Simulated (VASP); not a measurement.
Here is a VASP 6.6.1 calculation.

The input INCAR:

```
ALGO = Normal ; EDIFF = 1E-6
ENCUT = 520 ; GGA = PS
ISIF = 2 ; ISMEAR = -1
LASPH = True ; LCHARG = False
LREAL = False ; LWAVE = False
NBANDS = 33 ; NELM = 60
PREC = Accurate ; SIGMA = 0.03
```

The input KPOINTS:

```
k-points
0
Gamma
  6 6 6
```

The input POSCAR:

```
ZnSe2
1.0
   -2.1718508229      4.4190934856      3.3928197260
    2.1718508229     -4.4190934856      3.3928197260
    2.1718508229      4.4190934856     -3.3928197260
Zn Se
2 4
Direct
    0.7500000000      0.7500000000      0.0000000000
    0.2500000000      0.2500000000      0.0000000000
    0.8840564158      0.6587812379      0.5428376538
    0.1159435842      0.3412187621      0.4571623462
    0.6159435842      0.1587812379      0.7747248221
    0.3840564158      0.8412187621      0.2252751779
```

Potentials or basis: VASP PAW PBE potentials, release 64 (Zn, Se).

Launch:

```bash
$ cat potpaw_PBE.64/Zn/POTCAR potpaw_PBE.64/Se/POTCAR > POTCAR
$ mpirun -np 1 vasp_std > vasp.out
```

**Question.** What does it give for the band gap on the k mesh?

**Answer.** 0.58 eV (least direct gap 1.57 eV).

**Question.** What does it give for the pressure?

**Answer.** 0.3 GPa.

**Question.** Estimate the largest force.

**Answer.** 0.035 eV/Å.

Forces on the atoms (eV/Å):
```
Zn   0.000  0.000  0.000
Zn   0.000  0.000  0.000
Se  -0.012 -0.033  0.000
Se   0.012  0.033  0.000
Se  -0.012  0.033  0.000
Se   0.012 -0.033  0.000
```

Caveat: the PAW data sets were made with another functional, which shifts forces and pressure a little. A k mesh can miss the band edges.
